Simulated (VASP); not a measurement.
# SnO2 (C222_1) in VASP: notebook

Runs on SnO2. Level: PBE+D3(BJ). Tasks: single point.

Everything below comes from runs of VASP 6.6.1. Logs are shortened: lines on timing, memory, paths and dates and some standing lists are left out, and cuts for length are marked.

## 1. The cell of the first run

The structure is orthorhombic, space group C222_1 (No. 20). Conventional cell: a = 3.238 Å, b = 5.608 Å, c = 10.419 Å, α = 90.00°, β = 90.00°, γ = 90.00°. Sn (site symmetry 2) has 6 O at 2.13 Å within 2.8 Å. O (site symmetry 1) has 3 Sn at 2.13 Å and 3 O at 2.77 Å within 2.8 Å.

## 2. Single point, PBE+D3(BJ)

File INCAR:

```
PREC = Accurate ; ENCUT = 520
EDIFF = 1E-7 ; ISMEAR = 0
SIGMA = 0.05 ; LREAL = False
LASPH = True ; NELM = 100
ALGO = Normal ; ISIF = 2
LWAVE = False ; LCHARG = False
GGA = PE ; IVDW = 12
NBANDS = 35
```

File KPOINTS:

```
regular mesh
0
Gamma
  12 12 4
```

File POSCAR:

```
SnO2
1.0
    3.2378326028      0.0000000000      0.0000000000
   -1.6189163014      2.8040452872      0.0000000000
    0.0000000000      0.0000000000     10.4188273583
Sn O
2 4
Direct
   -0.0779839477      0.0000000000      0.5000000000
    0.0779839477      0.0000000000      0.0000000000
    0.5876925777      0.3333333333      0.4017901351
    0.7456407556      0.3333333333      0.0982098649
    0.2543592444      0.6666666667      0.5982098649
    0.4123074223      0.6666666667      0.9017901351
```

Potentials or basis: VASP PAW PBE potentials, release 64 (Sn_d, O).

Launch:

```
> cat potpaw_PBE.64/Sn_d/POTCAR potpaw_PBE.64/O/POTCAR > POTCAR
> mpirun -np 1 vasp_std > vasp.out
```

OUTCAR:

```text
PREC = Accurate
   ENCUT = 520
   EDIFF = 1E-7
   ISMEAR = 0
   LREAL = False
   LASPH = True
   NELM = 100
   ISIF = 2
   GGA = PE
   IVDW = 12
 IVDW          = 12

 ion  position               nearest neighbor table
   1  0.922  0.000  0.500-   3 2.13   5 2.13   5 2.13   3 2.13   3 2.13   5 2.13
   2  0.078  0.000  0.000-   4 2.13   6 2.13   4 2.13   6 2.13   6 2.13   4 2.13
   3  0.588  0.333  0.402-   1 2.13   1 2.13   1 2.13
   4  0.746  0.333  0.098-   2 2.13   2 2.13   2 2.13
   5  0.254  0.667  0.598-   1 2.13   1 2.13   1 2.13
   6  0.412  0.667  0.902-   2 2.13   2 2.13   2 2.13

  LATTYP: Found a hexagonal cell.
 ALAT       =     3.2378326028
 C/A-ratio  =     3.2178400296

  Lattice vectors:

 A1 = (   3.2378326028,   0.0000000000,   0.0000000000)
 A2 = (  -1.6189163014,   2.8040452872,   0.0000000000)
 A3 = (   0.0000000000,   0.0000000000,  10.4188273583)

Analysis of symmetry for initial positions (statically):
=====================================================================
 Subroutine PRICEL returns:
 Original cell was already a primitive cell.

 Routine SETGRP: Setting up the symmetry group for a
 hexagonal supercell.

 Subroutine GETGRP returns: Found  4 space group operations
 (whereof  2 operations were pure point group operations)
 out of a pool of 24 trial point group operations.

The static configuration has the point symmetry C_2 .
 The point group associated with its full space group is D_2 .

Analysis of symmetry for dynamics (positions and initial velocities):
=====================================================================
 Subroutine PRICEL returns:
 Original cell was already a primitive cell.

 Routine SETGRP: Setting up the symmetry group for a
 hexagonal supercell.

 Subroutine GETGRP returns: Found  4 space group operations
 (whereof  2 operations were pure point group operations)
 out of a pool of 24 trial point group operations.

The dynamic configuration has the point symmetry C_2 .
 The point group associated with its full space group is D_2 .

 Subroutine INISYM returns: Found  4 space group operations
 (whereof  2 operations are pure point group operations),
 and found     1 'primitive' translations

----------------------------------------------------------------------------------------

                                     Primitive cell

  volume of cell :      94.5928

  direct lattice vectors                    reciprocal lattice vectors
     3.237832603  0.000000000  0.000000000     0.308848579  0.178313811  0.000000000
    -1.618916301  2.804045287  0.000000000     0.000000000  0.356627621  0.000000000
     0.000000000  0.000000000 10.418827358     0.000000000  0.000000000  0.095980091

  length of vectors
     3.237832603  3.237832603 10.418827358     0.356627621  0.356627621  0.095980091

  position of ions in fractional coordinates (direct lattice)
     0.922016052  0.000000000  0.500000000
     0.077983948  0.000000000  0.000000000
     0.587692578  0.333333333  0.401790135
     0.745640756  0.333333333  0.098209865
     0.254359244  0.666666667  0.598209865
     0.412307422  0.666666667  0.901790135

  ion indices of the primitive-cell ions
   primitive index   ion index
                 1           1
                 2           2
                 3           3
                 4           4
                 5           5
                 6           6

----------------------------------------------------------------------------------------

 KPOINTS: regular mesh

Automatic generation of k-mesh.
 Grid dimensions read from file:
 generate k-points for:   12   12    4

 Generating k-lattice:

  Cartesian coordinates                     Fractional coordinates (reciprocal lattice)
     0.025737382  0.014859484  0.000000000     0.083333333  0.000000000  0.000000000
     0.000000000  0.029718968  0.000000000     0.000000000  0.083333333  0.000000000
     0.000000000  0.000000000  0.023995023     0.000000000  0.000000000  0.250000000

  Length of vectors
     0.029718968  0.029718968  0.023995023

  Shift w.r.t. Gamma in fractional coordinates (k-lattice)
     0.000000000  0.000000000  0.000000000

 Subroutine IBZKPT returns following result:
 ===========================================

 Found    129 irreducible k-points:

 Following reciprocal coordinates:
            Coordinates               Weight
  0.000000  0.000000  0.000000      1.000000
  0.083333 -0.000000  0.000000      4.000000
  0.000000  0.083333  0.000000      2.000000
  0.166667 -0.000000  0.000000      4.000000
  0.000000  0.166667  0.000000      2.000000
  0.250000 -0.000000  0.000000      4.000000
[... 16 lines left out ...]
 -0.083333  0.416667  0.000000      4.000000
 -0.416667  0.333333  0.000000      4.000000
 [... further k-points ...]
   k-points           NKPTS =    129   k-points in BZ     NKDIM =    129   number of bands    NBANDS=     35
   number of dos      NEDOS =    301   number of ions     NIONS =      6
   total plane-waves  NPLWV =  46080
   dimension x,y,z NGX =    24 NGY =   24 NGZ =   80
   dimension x,y,z NGXF=    48 NGYF=   48 NGZF=  160
   ions per type =               2   4
   NGX,Y,Z   is equivalent  to a cutoff of  12.32, 12.32, 12.77 a.u.
   NGXF,Y,Z  is equivalent  to a cutoff of  24.65, 24.65, 25.53 a.u.
 SYSTEM =  unknown system
   PREC   = accura    normal or accurate (medium, high low for compatibility)
   ISTART =      0    job   : 0-new  1-cont  2-samecut
   ICHARG =      2    charge: 1-file 2-atom 10-const
   ISPIN  =      1    spin polarized calculation?
   LNONCOLLINEAR =      F non collinear calculations
   LSORBIT =      F    spin-orbit coupling
   LASPH  =      T    aspherical Exc in radial PAW
   ENCUT  =  520.0 eV  38.22 Ry    6.18 a.u.   6.02  6.02 19.37*2*pi/ulx,y,z
   NELM   =    100;   NELMIN=  2; NELMDL= -5     # of ELM steps
   EDIFF  = 0.1E-06   stopping-criterion for ELM
   LREAL  =      F    real-space projection
   EDIFFG = 0.1E-05   stopping-criterion for IOM
   NSW    =      0    number of steps for IOM
   IBRION =     -1    ionic relax: 0-MD 1-quasi-New 2-CG
   NFREE  =      0    steps in history (QN), initial steepest desc. (CG)
   ISIF   =      2    stress and relaxation
   ISYM   =      2    0-nonsym 1-usesym 2-fastsym
   POTIM  = 0.5000    time-step for ionic-motion
   TEBEG  =    0.0;   TEEND  =   0.0 temperature during run
   PSTRESS=    0.0 pullay stress
   NELECT =      52.0000    total number of electrons
   NUPDOWN=      -1.0000    fix difference up-down
   EMIN   =  10.00;   EMAX   =-10.00  energy-range for DOS
   EFERMI =   0.00;   METHOD = LEGACY
   ISMEAR =     0;   SIGMA  =   0.05  broadening in eV -4-tet -1-fermi 0-gaus
   EFERMI_NEDOS =   21; number of points for ismear=-14 and -15
   IALGO  =     38    algorithm
   IMIX   =      4    mixing-type and parameters
     AMIX     =   0.40;   BMIX     =  1.00
     AMIX_MAG =   1.60;   BMIX_MAG =  1.00
  volume/ion in A,a.u.               =      15.77       106.39
  Fermi-wavevector in a.u.,A,eV,Ry     =   1.341086  2.534284 24.470225  1.798511
  Thomas-Fermi vector in A             =   2.469347
   LORBIT       =      0    0 simple, 1 ext, 2 COOP (PROOUT), +10 PAW based schemes
   GGA     = PE    functional components
   LHFCALC =     F    Hartree Fock is set to
   AEXX    =    0.0000 exact exchange contribution
   IVDW    =    12    specifies the selected vdW correction
   LEPSILON=     F    determine dielectric tensor
   LRPA    =     F    only Hartree local field effects (RPA)
 non-spin polarized calculation
 Gauss-broadening in eV      SIGMA  =   0.05
  energy-cutoff  :      520.00
  volume of cell :       94.59
 maximum number of plane-waves:      2586
   NGX = 13   NGY = 13   NGZ = 39

 number of electron      51.9999994 magnetization

 Free energy of the ion-electron system (eV)
  ---------------------------------------------------
  ext. energy  EPLUGINS =         0.00000000
  ---------------------------------------------------
  free energy    TOTEN  =       -36.32994250 eV

  energy without entropy =      -36.32994250  energy(sigma->0) =      -36.32994250

 E-fermi :   2.6811     XC(G=0):  -9.4147

 val. band max:        2.4667226386   @ k =  -0.1667   0.4167   0.0000
 cond. band min:       4.4053085161   @ k =   0.0000   0.0000   0.0000
 fundamental gap:      1.9385858775
 Fermi energy:         2.6811264783

 k-point     1 :       0.0000    0.0000    0.0000
  band No.  band energies     occupation
      1     -17.6085      2.00000
      2     -17.6077      2.00000
      3     -17.4107      2.00000
      4     -17.4107      2.00000
      5     -17.4106      2.00000
      6     -17.4106      2.00000
[... 27 lines left out ...]
     34      13.4341      0.00000
     35      13.4797      0.00000

 k-point     2 :       0.0833   -0.0000    0.0000
  band No.  band energies     occupation
      1     -17.5853      2.00000
      2     -17.5846      2.00000
      3     -17.4616      2.00000
      4     -17.4611      2.00000
      5     -17.3967      2.00000
      6     -17.3967      2.00000
[... 27 lines left out ...]
     34      13.5693      0.00000
     35      13.6146      0.00000

 k-point     3 :       0.0000    0.0833    0.0000
  band No.  band energies     occupation
      1     -17.5854      2.00000
      2     -17.5846      2.00000
      3     -17.4617      2.00000
      4     -17.4611      2.00000
      5     -17.3966      2.00000
      6     -17.3966      2.00000
[... 27 lines left out ...]
     34      13.5778      0.00000
     35      13.6099      0.00000

 k-point     4 :       0.1667   -0.0000    0.0000
  band No.  band energies     occupation
      1     -17.6360      2.00000
      2     -17.6343      2.00000
      3     -17.4924      2.00000
      4     -17.4917      2.00000
      5     -17.3630      2.00000
      6     -17.3629      2.00000
[... 27 lines left out ...]
     34      13.7531      0.00000
     35      13.9468      0.00000

 k-point     5 :       0.0000    0.1667    0.0000
  band No.  band energies     occupation
      1     -17.6362      2.00000
      2     -17.6344      2.00000
      3     -17.4924      2.00000
      4     -17.4917      2.00000
      5     -17.3628      2.00000
      6     -17.3628      2.00000
[... 638 lines left out ...]
 k-point    22 :       0.3333    0.0833    0.0000
  band No.  band energies     occupation
      1     -18.0432      2.00000
      2     -18.0396      2.00000
      3     -17.3959      2.00000
      4     -17.3953      2.00000
      5     -17.3516      2.00000
      6     -17.3512      2.00000
[... 27 lines left out ...]
     34      14.1227      0.00000
     35      14.2222      0.00000

 k-point    23 :      -0.0833    0.4167    0.0000
  band No.  band energies     occupation
      1     -18.0433      2.00000
      2     -18.0396      2.00000
      3     -17.3957      2.00000
      4     -17.3951      2.00000
      5     -17.3514      2.00000
      6     -17.3511      2.00000
[... 27 lines left out ...]
     34      14.1367      0.00000
     35      14.2156      0.00000

 k-point    24 :      -0.4167    0.3333    0.0000
  band No.  band energies     occupation
      1     -18.0432      2.00000
      2     -18.0396      2.00000
      3     -17.3958      2.00000
      4     -17.3952      2.00000
      5     -17.3515      2.00000
      6     -17.3512      2.00000
[... 27 lines left out ...]
     34      14.1238      0.00000
     35      14.2151      0.00000

 [... further k-points ...]

------------------------ aborting loop because EDIFF is reached ----------------------------------------

 Edisp (eV)   -0.96221

 E8    (eV) :    -0.3765

  FORCE on cell =-STRESS in cart. coord.  units (eV):
  Direction    XX          YY          ZZ          XY          YZ          ZX
  --------------------------------------------------------------------------------------
  -------------------------------------------------------------------------------------
  Total      -1.79361    -1.84042    -1.17428     0.00000     0.00000     0.00000
  in kB     -30.37955   -31.17241   -19.88952     0.00000     0.00000     0.00000
  external pressure =      -27.15 kB  Pullay stress =        0.00 kB

 VOLUME and BASIS-vectors are now :
 -----------------------------------------------------------------------------
  energy-cutoff  :      520.00
  volume of cell :       94.59
      direct lattice vectors                 reciprocal lattice vectors
     3.237832603  0.000000000  0.000000000     0.308848579  0.178313811  0.000000000
    -1.618916301  2.804045287  0.000000000     0.000000000  0.356627621  0.000000000
     0.000000000  0.000000000 10.418827358     0.000000000  0.000000000  0.095980091

 POSITION                                       TOTAL-FORCE (eV/Angst)
 -----------------------------------------------------------------------------------
      2.98533      0.00000      5.20941        -0.044231      0.000000      0.000000
      0.25250      0.00000      0.00000         0.044231      0.000000      0.000000
      1.36321      0.93468      4.18618        -0.002668     -0.001857      0.198265
      1.87462      0.93468      1.02323         0.002668     -0.001857     -0.198265
     -0.25570      1.86936      6.23265        -0.002668      0.001857     -0.198265
      0.25570      1.86936      9.39560         0.002668      0.001857      0.198265
 -----------------------------------------------------------------------------------
    total drift:                                0.000000      0.000000      0.000000

  FREE ENERGIE OF THE ION-ELECTRON SYSTEM (eV)
  ---------------------------------------------------
  free  energy   TOTEN  =       -37.2921492771 eV

  energy  without entropy=      -37.2921492771  energy(sigma->0) =      -37.29214928
```

Wall time 2.4 min (1 thread of Intel Xeon 6975P-C (Granite Rapids), shared host); peak memory 0.45 GiB.

What came out:

```yaml
Free_energy: -37.2921 eV
Pressure: -2.7 GPa
Largest_force: 0.198 eV/Å
Band_gap_on_the_k_mesh: 1.94 eV, indirect (least direct gap 2.26 eV)
Dispersion_energy_per_atom: -0.160 eV
```

Forces on the atoms (eV/Å):
```
Sn  -0.044  0.000  0.000
Sn   0.044  0.000  0.000
O   -0.003 -0.002  0.198
O    0.003 -0.002 -0.198
O   -0.003  0.002 -0.198
O    0.003  0.002  0.198
```

Stress tensor (GPa, compression positive):
```
-3.04  0.00  0.00
 0.00 -3.12  0.00
 0.00  0.00 -1.99
```

Levels at points of the mesh, in eV from the valence-band top:
```
           k point  band 22  band 23  band 24  band 25  band 26  band 27  band 28  band 29  band 30  band 31
(0.00, 0.00, 0.00)    -0.93    -0.93    -0.90    -0.90    -0.32     1.94     2.79     5.32     5.71    10.46
(0.50, 0.00, 0.00)    -1.17    -0.61    -0.56    -0.54    -0.09     4.96     5.10     6.83     7.44     9.84
(0.00, 0.50, 0.00)    -1.16    -0.60    -0.57    -0.56    -0.07     4.96     5.11     6.81     7.49     9.80
(0.00, 0.00, 0.50)    -0.91    -0.91    -0.91    -0.74    -0.74     2.39     2.39     5.52     5.52    10.62
(0.50, 0.00, 0.50)    -1.37    -0.59    -0.59    -0.29    -0.29     5.03     5.03     7.12     7.12    10.04
(0.00, 0.50, 0.50)    -1.37    -0.59    -0.59    -0.28    -0.28     5.03     5.03     7.13     7.13     9.99
```

Caveat: spin-orbit coupling is left out, which moves the levels of the heavy elements.

## 3. Single point, PBE+D3(BJ)

This run uses another cell than the first one, of 16.16 Å³/atom, 1.025 times its volume.

File INCAR:

```
PREC = Accurate ; ENCUT = 520
EDIFF = 1E-7 ; ISMEAR = 0
SIGMA = 0.05 ; LREAL = F
LASPH = T ; NELM = 100
ALGO = Normal ; ISIF = 2
LWAVE = F ; LCHARG = T
GGA = PE ; IVDW = 12
LELF = T ; LVHAR = T
NBANDS = 35
```

File KPOINTS:

```
Automatic mesh
0
Gamma
  12 12 4
```

File POSCAR:

```
SnO2
1.0
    3.2648065132      0.0000000000      0.0000000000
   -1.6324032566      2.8274053789      0.0000000000
    0.0000000000      0.0000000000     10.5056250869
Sn O
2 4
Direct
   -0.1949598692      0.0000000000      0.5000000000
    0.1949598692      0.0000000000      0.0000000000
    0.4692314443      0.3333333333      0.4017901351
    0.8641018891      0.3333333333      0.0982098649
    0.1358981109      0.6666666667      0.5982098649
    0.5307685557      0.6666666667      0.9017901351
```

Potentials or basis: VASP PAW PBE potentials, release 64 (Sn_d, O).

Launch:

```
> cat potpaw_PBE.64/Sn_d/POTCAR potpaw_PBE.64/O/POTCAR > POTCAR
> mpirun -np 1 vasp_std > vasp.out
```

Wall time 2.2 min (1 thread of Intel Xeon 6975P-C (Granite Rapids), shared host); peak memory 0.45 GiB.

Results (log left out):

```yaml
Free_energy: -37.2698 eV
Pressure: -5.7 GPa
Largest_force: 0.417 eV/Å
Band_gap_on_the_k_mesh: 1.88 eV, indirect (least direct gap 2.14 eV)
Dispersion_energy_per_atom: -0.156 eV
```

Forces on the atoms (eV/Å):
```
Sn  -0.095  0.000  0.000
Sn   0.095  0.000  0.000
O    0.031 -0.007  0.416
O   -0.031 -0.007 -0.416
O    0.031  0.007 -0.416
O   -0.031  0.007  0.416
```

Stress tensor (GPa, compression positive):
```
-6.23  0.00  0.00
 0.00 -6.52  0.00
 0.00  0.00 -4.42
```

Levels at points of the mesh, in eV from the valence-band top:
```csv
k point,band 24,band 25,band 26,band 27,band 28,band 29
"(0.00, 0.00, 0.00)",-0.83,-0.82,-0.26,1.88,2.70,5.34
"(0.50, 0.00, 0.00)",-0.51,-0.31,-0.16,4.86,4.90,6.94
"(0.00, 0.50, 0.00)",-0.49,-0.44,-0.05,4.83,4.94,6.79
"(0.00, 0.00, 0.50)",-0.84,-0.63,-0.63,2.31,2.31,5.48
"(0.50, 0.00, 0.50)",-0.52,-0.24,-0.24,4.88,4.88,7.04
"(0.00, 0.50, 0.50)",-0.51,-0.22,-0.22,4.88,4.88,7.08
```

Caveat: spin-orbit coupling is left out, which moves the levels of the heavy elements.

## 4. Single point, PBE+D3(BJ)

This run uses another cell than the first one, of 14.25 Å³/atom, 0.904 times its volume.

File INCAR:

```
SYSTEM = SnO2
PREC = Accurate ; ENCUT = 520
EDIFF = 1E-7 ; ISMEAR = 0
SIGMA = 0.05 ; LREAL = .False.
LASPH = .True. ; NELM = 60
ALGO = Normal ; ISIF = 2
LWAVE = .False. ; LCHARG = .True.
GGA = PE ; IVDW = 12
LELF = .True. ; LVHAR = .True.
NBANDS = 35
```

File KPOINTS:

```
Automatic mesh
0
Gamma
  12 12 4
  0 0 0
```

File POSCAR:

```
SnO2
1.0
    3.1309003151      0.0000000000      0.0000000000
   -1.5654501576      2.7114392096      0.0000000000
    0.0000000000      0.0000000000     10.0747363625
Sn O
2 4
Direct
   -0.0779839477      0.0000000000      0.5000000000
    0.0779839477      0.0000000000      0.0000000000
    0.5876925777      0.3333333333      0.4017901351
    0.7456407556      0.3333333333      0.0982098649
    0.2543592444      0.6666666667      0.5982098649
    0.4123074223      0.6666666667      0.9017901351
```

Launch:

```
> cat potpaw_PBE.64/Sn_d/POTCAR potpaw_PBE.64/O/POTCAR > POTCAR
> mpirun -np 1 vasp_std > vasp.out
```

It took 2.3 min on 1 thread of Intel Xeon 6975P-C (Granite Rapids), shared host; peak memory 0.42 GiB.

It converged, with:

- Free energy: -37.0311 eV
- Pressure: 13.0 GPa
- Largest force: 1.025 eV/Å
- Band gap on the k mesh: 2.59 eV, indirect (least direct gap 3.06 eV)
- Dispersion energy per atom: -0.179 eV

Forces in eV/Å, atoms in the order of the input:
```
Sn  -0.067  0.000  0.000
Sn   0.067  0.000  0.000
O    0.001 -0.002 -1.025
O   -0.001 -0.002  1.025
O    0.001  0.002  1.025
O   -0.001  0.002 -1.025
```

Stress tensor (GPa, compression positive):
```
15.94  0.00  0.00
 0.00 15.83  0.00
 0.00  0.00  7.34
```

Levels at points of the mesh, in eV from the valence-band top:
```csv
k point,band 22,band 23,band 24,band 25,band 26,band 27,band 28,band 29,band 30,band 31
"(0.00, 0.00, 0.00)",-0.91,-0.91,-0.88,-0.87,-0.47,2.59,3.57,5.86,6.27,11.01
"(0.50, 0.00, 0.00)",-1.29,-0.61,-0.58,-0.52,-0.08,5.90,6.10,7.36,8.09,10.48
"(0.00, 0.50, 0.00)",-1.27,-0.64,-0.57,-0.53,-0.06,5.90,6.11,7.33,8.15,10.42
"(0.00, 0.00, 0.50)",-0.94,-0.89,-0.89,-0.89,-0.89,3.09,3.09,6.08,6.08,11.08
"(0.50, 0.00, 0.50)",-1.53,-0.55,-0.55,-0.32,-0.32,6.00,6.00,7.70,7.70,10.69
"(0.00, 0.50, 0.50)",-1.53,-0.56,-0.56,-0.31,-0.31,6.00,6.00,7.71,7.71,10.61
```

Caveat: spin-orbit coupling is left out, which moves the levels of the heavy elements; forces of over 1 eV/Å act on the atoms, so gaps and moduli don't describe the material at rest.

(Continued in part 2 of 2.)
